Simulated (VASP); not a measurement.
# Nb2Te6Mo (P-3m1) in VASP: notebook

The runs below take Nb2Te6Mo through single point, relaxation of cell and atoms, with PBE.

All numbers are computed with VASP 6.6.1; they aren't measurements. Logs are shortened: lines on timing, memory, paths and dates and some standing lists are left out, and cuts for length are marked.

## (1) The cell of the first run

It takes space group P-3m1 (No. 164, trigonal). Conventional cell: a = 3.724 Å, b = 3.724 Å, c = 21.464 Å, α = 90.00°, β = 90.00°, γ = 120.00°. Within 3.8 Å of Nb (site symmetry 3m) lie 6 Te at 2.82 Å and 6 Nb at 3.72 Å. Te (site symmetry 3m) has 3 Nb at 2.82 Å and 6 Te at 3.72 Å within 3.8 Å. Within 3.8 Å of Te (site symmetry 3m) lie 3 Nb at 2.82 Å and 6 Te at 3.72 Å. Te (site symmetry 3m) has 3 Mo at 2.82 Å and 6 Te at 3.72 Å within 3.8 Å. Within 3.8 Å of Mo (site symmetry -3m) lie 6 Te at 2.82 Å and 6 Mo at 3.72 Å.

## (2) Single point, PBE

Input file INCAR:

```
PREC = Accurate ; ENCUT = 520
EDIFF = 1E-6 ; ISMEAR = 0
SIGMA = 0.1 ; LREAL = F
LASPH = T ; NELM = 100
ALGO = Normal ; ISIF = 2
LWAVE = F ; LCHARG = T
GGA = PE ; LELF = T
LVHAR = T ; NBANDS = 48
```

Input file KPOINTS:

```
regular mesh
0
Gamma
  6 6 1
```

Input file POSCAR:

```
Nb2Te6Mo
1.0
    3.7237674800      0.0000000000      0.0000000000
   -1.8618837400      3.2248772400      0.0000000000
    0.0000000000      0.0000000000     21.4638403000
Nb Te Mo
2 6 1
Direct
    0.0000000000      0.0000000000      0.3333333300
    0.0000000000      0.0000000000      0.6666666700
    0.6666666700      0.3333333300      0.2485440800
    0.6666666700      0.3333333300      0.5818774100
    0.6666666700      0.3333333300      0.9152107400
    0.3333333300      0.6666666700      0.0847892600
    0.3333333300      0.6666666700      0.4181225900
    0.3333333300      0.6666666700      0.7514559200
    0.0000000000      0.0000000000      0.0000000000
```

Potentials or basis: VASP PAW PBE potentials, release 64 (Nb_sv, Te, Mo_sv).

Run with:

```
$ cat potpaw_PBE.64/Nb_sv/POTCAR potpaw_PBE.64/Te/POTCAR potpaw_PBE.64/Mo_sv/POTCAR > POTCAR
$ mpirun -np 1 vasp_std > vasp.out
```

OUTCAR:

```text
PREC = Accurate
   ENCUT = 520
   EDIFF = 1E-6
   ISMEAR = 0
   LREAL = F
   LASPH = T
   NELM = 100
   ISIF = 2
   GGA = PE

 ion  position               nearest neighbor table
   1  0.000  0.000  0.333-   3 2.82   3 2.82   3 2.82   7 2.82   7 2.82   7 2.82
   2  0.000  0.000  0.667-   8 2.82   8 2.82   8 2.82   4 2.82   4 2.82   4 2.82
   3  0.667  0.333  0.249-   1 2.82   1 2.82   1 2.82
   4  0.667  0.333  0.582-   2 2.82   2 2.82   2 2.82
   5  0.667  0.333  0.915-   9 2.82   9 2.82   9 2.82
   6  0.333  0.667  0.085-   9 2.82   9 2.82   9 2.82
   7  0.333  0.667  0.418-   1 2.82   1 2.82   1 2.82
   8  0.333  0.667  0.751-   2 2.82   2 2.82   2 2.82
   9  0.000  0.000  0.000-   5 2.82   6 2.82   5 2.82   6 2.82   5 2.82   6 2.82

  LATTYP: Found a hexagonal cell.
 ALAT       =     3.7237674800
 C/A-ratio  =     5.7640119624

  Lattice vectors:

 A1 = (   3.7237674800,   0.0000000000,   0.0000000000)
 A2 = (  -1.8618837400,   3.2248772400,   0.0000000000)
 A3 = (   0.0000000000,   0.0000000000,  21.4638403000)

Analysis of symmetry for initial positions (statically):
=====================================================================
 Subroutine PRICEL returns:
 Original cell was already a primitive cell.

 Routine SETGRP: Setting up the symmetry group for a
 hexagonal supercell.

 Subroutine GETGRP returns: Found 12 space group operations
 (whereof 12 operations were pure point group operations)
 out of a pool of 24 trial point group operations.

The static configuration has the point symmetry D_3d.

Analysis of symmetry for dynamics (positions and initial velocities):
=====================================================================
 Subroutine PRICEL returns:
 Original cell was already a primitive cell.

 Routine SETGRP: Setting up the symmetry group for a
 hexagonal supercell.

 Subroutine GETGRP returns: Found 12 space group operations
 (whereof 12 operations were pure point group operations)
 out of a pool of 24 trial point group operations.

The dynamic configuration has the point symmetry D_3d.

 Subroutine INISYM returns: Found 12 space group operations
 (whereof 12 operations are pure point group operations),
 and found     1 'primitive' translations

----------------------------------------------------------------------------------------

[... 93 lines left out ...]
   NFREE  =      0    steps in history (QN), initial steepest desc. (CG)
   ISIF   =      2    stress and relaxation
   ISYM   =      2    0-nonsym 1-usesym 2-fastsym
   POTIM  = 0.5000    time-step for ionic-motion
   TEBEG  =    0.0;   TEEND  =   0.0 temperature during run
   PSTRESS=    0.0 pullay stress
   NELECT =      76.0000    total number of electrons
   NUPDOWN=      -1.0000    fix difference up-down
   EMIN   =  10.00;   EMAX   =-10.00  energy-range for DOS
   EFERMI =   0.00;   METHOD = LEGACY
   ISMEAR =     0;   SIGMA  =   0.10  broadening in eV -4-tet -1-fermi 0-gaus
   EFERMI_NEDOS =   21; number of points for ismear=-14 and -15
   IALGO  =     38    algorithm
   IMIX   =      4    mixing-type and parameters
     AMIX     =   0.40;   BMIX     =  1.00
     AMIX_MAG =   1.60;   BMIX_MAG =  1.00
  volume/ion in A,a.u.               =      28.64       193.27
  Fermi-wavevector in a.u.,A,eV,Ry     =   1.089628  2.059099 16.154054  1.187289
  Thomas-Fermi vector in A             =   2.225835
   LORBIT       =      0    0 simple, 1 ext, 2 COOP (PROOUT), +10 PAW based schemes
   GGA     = PE    functional components
   LHFCALC =     F    Hartree Fock is set to
   AEXX    =    0.0000 exact exchange contribution
   IVDW    =     0    specifies the selected vdW correction
   LEPSILON=     F    determine dielectric tensor
   LRPA    =     F    only Hartree local field effects (RPA)
 non-spin polarized calculation
 Gauss-broadening in eV      SIGMA  =   0.10
  energy-cutoff  :      520.00
  volume of cell :      257.75
 maximum number of plane-waves:      6966
 NGX is ok and might be reduce to    28
   NGX = 13   NGY = 13   NGZ = 79

 number of electron      75.9999995 magnetization

 Free energy of the ion-electron system (eV)
  ---------------------------------------------------
  ext. energy  EPLUGINS =         0.00000000
  ---------------------------------------------------
  free energy    TOTEN  =       -52.89091122 eV

  energy without entropy =      -52.84901136  energy(sigma->0) =      -52.86996129

 E-fermi :   7.0745     XC(G=0):  -9.7745

 val. band max:        7.0382848555   @ k =   0.0000   0.0000   0.0000
 cond. band min:       7.0804647990   @ k =   0.1667   0.1667   0.0000
 fundamental gap:      0.0421799435
 Fermi energy:         7.0744669496

 k-point     1 :       0.0000    0.0000    0.0000
  band No.  band energies     occupation
      1     -54.4805      2.00000
      2     -48.4088      2.00000
      3     -48.4088      2.00000
      4     -28.5611      2.00000
      5     -28.5611      2.00000
      6     -28.4797      2.00000
[... 346 lines left out ...]
     47       8.9817      0.00000
     48       9.9033      0.00000

------------------------ aborting loop because EDIFF is reached ----------------------------------------

  FORCE on cell =-STRESS in cart. coord.  units (eV):
  Direction    XX          YY          ZZ          XY          YZ          ZX
  --------------------------------------------------------------------------------------
  -------------------------------------------------------------------------------------
  Total       -4.5673897     -4.5673898     -1.5065229      0.0000000      0.0000000      0.0000000
  in kB      -28.3906597    -28.3906598     -9.3644690      0.0000000      0.0000000      0.0000000
  external PRESSURE =     -22.0485962 kB  Pullay stress =       0.0000000 kB

 VOLUME and BASIS-vectors are now :
 -----------------------------------------------------------------------------
  energy-cutoff  :      520.00
  volume of cell :      257.75
      direct lattice vectors                 reciprocal lattice vectors
     3.723767480  0.000000000  0.000000000     0.268545232  0.155044661  0.000000000
    -1.861883740  3.224877240  0.000000000     0.000000000  0.310089323  0.000000000
     0.000000000  0.000000000 21.463840300     0.000000000  0.000000000  0.046589985

 POSITION                                       TOTAL-FORCE (eV/Angst)
 -----------------------------------------------------------------------------------
      0.00000      0.00000      7.15461        -0.000000     -0.000000     -0.013688
      0.00000      0.00000     14.30923        -0.000000      0.000000      0.013688
      1.86188      1.07496      5.33471         0.000000      0.000000     -0.037811
      1.86188      1.07496     12.48932         0.000000     -0.000000     -0.051299
      1.86188      1.07496     19.64394        -0.000000      0.000000      0.582850
     -0.00000      2.14992      1.81990        -0.000000     -0.000000     -0.582850
     -0.00000      2.14992      8.97452         0.000000      0.000000      0.051299
     -0.00000      2.14992     16.12913        -0.000000      0.000000      0.037811
      0.00000      0.00000      0.00000        -0.000000      0.000000      0.000000
 -----------------------------------------------------------------------------------
    total drift:                                0.000000     -0.000000      0.000000

  FREE ENERGIE OF THE ION-ELECTRON SYSTEM (eV)
  ---------------------------------------------------
  free  energy   TOTEN  =       -52.8909112172 eV

  energy  without entropy=      -52.8490113633  energy(sigma->0) =      -52.86996129
```

OSZICAR:

```text
N       E                     dE             d eps       ncg     rms          rms(c)
DAV:   1     0.637086255103E+03    0.63709E+03   -0.34904E+04   704   0.142E+03
DAV:   2     0.129874380189E+01   -0.63579E+03   -0.61402E+03   896   0.416E+02
DAV:   3    -0.502664316165E+02   -0.51565E+02   -0.50182E+02   960   0.105E+02
[... 11 lines left out ...]
DAV:  15    -0.528912197231E+02   -0.11859E-03   -0.23205E-03   800   0.141E-01    0.234E-01
DAV:  16    -0.528909188077E+02    0.30092E-03   -0.11140E-03   824   0.114E-01    0.105E-01
DAV:  17    -0.528909004645E+02    0.18343E-04   -0.14061E-04   984   0.496E-02    0.665E-02
DAV:  18    -0.528909116652E+02   -0.11201E-04   -0.65833E-05   872   0.251E-02    0.460E-02
DAV:  19    -0.528909112172E+02    0.44798E-06   -0.68564E-06   784   0.112E-02
   1 F= -.52890911E+02 E0= -.52869961E+02  d E =-.418999E-01
```

It took 2.2 min on 1 thread of Intel Xeon Platinum 8375C at 2.90GHz (Ice Lake), shared host; peak memory 0.38 GiB.

Results:

```yaml
Free_energy: -52.8909 eV
Pressure: -2.2 GPa
Largest_force: 0.583 eV/Å
Band_gap_on_the_k_mesh: zero (bands 38 and 39 overlap by 0.91 eV)
```

Forces on the atoms (eV/Å):
```
Nb   0.000  0.000 -0.014
Nb   0.000  0.000  0.014
Te   0.000  0.000 -0.038
Te   0.000  0.000 -0.051
Te   0.000  0.000  0.583
Te   0.000  0.000 -0.583
Te   0.000  0.000  0.051
Te   0.000  0.000  0.038
Mo   0.000  0.000  0.000
```

Stress tensor (GPa, compression positive):
```
-2.84  0.00  0.00
 0.00 -2.84  0.00
 0.00  0.00 -0.94
```

Levels at points of the mesh, in eV from the Fermi level:
| k point | band 35 | band 36 | band 37 | band 38 | band 39 | band 40 | band 41 | band 42 |
| --- | --- | --- | --- | --- | --- | --- | --- | --- |
| (0.00, 0.00, 0.00) | -0.04 | -0.04 | -0.04 | -0.04 | 0.30 | 0.60 | 0.60 | 0.76 |
| (0.50, 0.00, 0.00) | -1.10 | -1.00 | -0.86 | -0.85 | -0.77 | 0.18 | 0.70 | 1.30 |

Caveat: spin-orbit coupling is left out, which moves the levels of the heavy elements; this functional lacks dispersion, which binds layers or chains, so the pressure and a relaxed spacing across them are unreliable.

## (3) Single point, PBE

This run uses another cell than the first one, of 28.75 Å³/atom.

Input file INCAR:

```
PREC     = Accurate       # precision mode
ENCUT    = 520            # plane-wave cutoff, eV
EDIFF    = 1E-6           # SCF threshold, eV
ISMEAR   = 0              # smearing method
SIGMA    = 0.1            # smearing width, eV
LREAL    = F              # projectors in reciprocal space
LASPH    = T              # aspherical terms in the spheres
NELM     = 80             # most SCF steps
ALGO     = Normal         # electronic algorithm
ISIF     = 2              # what is computed and relaxed
LWAVE    = F              # write WAVECAR
LCHARG   = F              # write CHGCAR
GGA      = PE             # functional
NBANDS   = 48             # bands
```

Input file KPOINTS:

```
Automatic mesh
0
Gamma
  6 6 1
```

Input file POSCAR:

```
Nb2Te6Mo
1.0
    3.6185000717      0.0000000000      0.0000000000
   -1.8092500358      3.1337129857      0.0000000000
    0.0000000000      0.0000000000     22.8216904881
Nb Te Mo
2 6 1
Direct
    0.0000000000      0.0000000000      0.3322994873
    0.0000000000      0.0000000000      0.6677005127
    0.6666666667      0.3333333333      0.2501455117
    0.6666666667      0.3333333333      0.5854304402
    0.6666666667      0.3333333333      0.9206181159
    0.3333333333      0.6666666667      0.0793818841
    0.3333333333      0.6666666667      0.4145695598
    0.3333333333      0.6666666667      0.7498544883
    0.0000000000      0.0000000000      0.0000000000
```

Potentials or basis: VASP PAW PBE potentials, release 64 (Nb_sv, Te, Mo_sv).

Run with:

```
$ cat potpaw_PBE.64/Nb_sv/POTCAR potpaw_PBE.64/Te/POTCAR potpaw_PBE.64/Mo_sv/POTCAR > POTCAR
$ mpirun -np 1 vasp_std > vasp.out
```

OUTCAR:

```text
PREC = Accurate
   ENCUT = 520
   EDIFF = 1E-6
   ISMEAR = 0
   LREAL = F
   LASPH = T
   NELM = 80
   ISIF = 2
   GGA = PE

 ion  position               nearest neighbor table
   1  0.000  0.000  0.332-   3 2.81   3 2.81   3 2.81   7 2.81   7 2.81   7 2.81
   2  0.000  0.000  0.668-   8 2.81   8 2.81   8 2.81   4 2.81   4 2.81   4 2.81
   3  0.667  0.333  0.250-   1 2.81   1 2.81   1 2.81
   4  0.667  0.333  0.585-   2 2.81   2 2.81   2 2.81
   5  0.667  0.333  0.921-   9 2.77   9 2.77   9 2.77
   6  0.333  0.667  0.079-   9 2.77   9 2.77   9 2.77
   7  0.333  0.667  0.415-   1 2.81   1 2.81   1 2.81
   8  0.333  0.667  0.750-   2 2.81   2 2.81   2 2.81
[... 555 lines left out ...]
  external PRESSURE =      -0.5968887 kB  Pullay stress =       0.0000000 kB

 VOLUME and BASIS-vectors are now :
 -----------------------------------------------------------------------------
  energy-cutoff  :      520.00
  volume of cell :      258.78
      direct lattice vectors                 reciprocal lattice vectors
     3.618500072  0.000000000  0.000000000     0.276357601  0.159555135  0.000000000
    -1.809250036  3.133712986  0.000000000     0.000000000  0.319110271  0.000000000
     0.000000000  0.000000000 22.821690488     0.000000000  0.000000000  0.043817963

 POSITION                                       TOTAL-FORCE (eV/Angst)
 -----------------------------------------------------------------------------------
      0.00000      0.00000      7.58364         0.000000      0.000000     -0.004512
      0.00000      0.00000     15.23805         0.000000      0.000000      0.004512
      1.80925      1.04457      5.70874        -0.000000      0.000000      0.011343
      1.80925      1.04457     13.36051         0.000000      0.000000      0.007524
      1.80925      1.04457     21.01006         0.000000      0.000000     -0.013670
     -0.00000      2.08914      1.81163         0.000000     -0.000000      0.013670
     -0.00000      2.08914      9.46118        -0.000000     -0.000000     -0.007524
     -0.00000      2.08914     17.11295        -0.000000     -0.000000     -0.011343
      0.00000      0.00000      0.00000         0.000000      0.000000      0.000000
 -----------------------------------------------------------------------------------
    total drift:                                0.000000      0.000000      0.000000

  FREE ENERGIE OF THE ION-ELECTRON SYSTEM (eV)
  ---------------------------------------------------
  free  energy   TOTEN  =       -53.0431152248 eV

  energy  without entropy=      -53.0063070465  energy(sigma->0) =      -53.02471114
```

OSZICAR:

```text
N       E                     dE             d eps       ncg     rms          rms(c)
DAV:   1     0.635960172870E+03    0.63596E+03   -0.34939E+04   728   0.141E+03
DAV:   2     0.413751576192E+00   -0.63555E+03   -0.61682E+03   912   0.417E+02
DAV:   3    -0.503971642330E+02   -0.50811E+02   -0.49497E+02   944   0.104E+02
[... 13 lines left out ...]
DAV:  17    -0.530431132102E+02   -0.32959E-05   -0.55053E-05   848   0.324E-02    0.359E-02
DAV:  18    -0.530431207355E+02   -0.75253E-05   -0.19813E-05   864   0.168E-02    0.201E-02
DAV:  19    -0.530431162871E+02    0.44484E-05   -0.95499E-06   792   0.121E-02    0.113E-02
DAV:  20    -0.530431151780E+02    0.11091E-05   -0.24797E-06   528   0.645E-03    0.771E-03
DAV:  21    -0.530431152248E+02   -0.46875E-07   -0.62941E-07   480   0.411E-03
   1 F= -.53043115E+02 E0= -.53024711E+02  d E =-.368082E-01
```

stdout:

```text
POSCAR found type information on POSCAR NbTeMo
 POSCAR found :  3 types and       9 ions
 scaLAPACK will be used
 LDA part: xc-table for (Slater+PW92), standard interpolation
 POSCAR, INCAR and KPOINTS ok, starting setup
 FFT: planning ... GRIDC
 FFT: planning ... GRID_SOFT
 FFT: planning ... GRID
 WAVECAR not read
 entering main loop
```

Wall time 2.5 min (1 thread of Intel Xeon Platinum 8375C at 2.90GHz (Ice Lake), shared host); peak memory 0.41 GiB.

What came out:

* Free energy: -53.0431 eV
* Pressure: -0.1 GPa
* Largest force: 0.014 eV/Å
* Band gap on the k mesh: zero (bands 38 and 39 overlap by 0.74 eV)

Forces in eV/Å, atoms in the order of the input:
```
Nb   0.000  0.000 -0.005
Nb   0.000  0.000  0.005
Te   0.000  0.000  0.011
Te   0.000  0.000  0.008
Te   0.000  0.000 -0.014
Te   0.000  0.000  0.014
Te   0.000  0.000 -0.008
Te   0.000  0.000 -0.011
Mo   0.000  0.000  0.000
```

Stress tensor (GPa, compression positive):
```
-0.09  0.00  0.00
 0.00 -0.09  0.00
 0.00  0.00  0.00
```

Caveat: spin-orbit coupling is left out, which moves the levels of the heavy elements; this functional lacks dispersion, which binds layers or chains, so the pressure and a relaxed spacing across them are unreliable.

[end of part 1 of 2]

The gap in the log of VASP goes by the Fermi energy; the results here count the filled bands.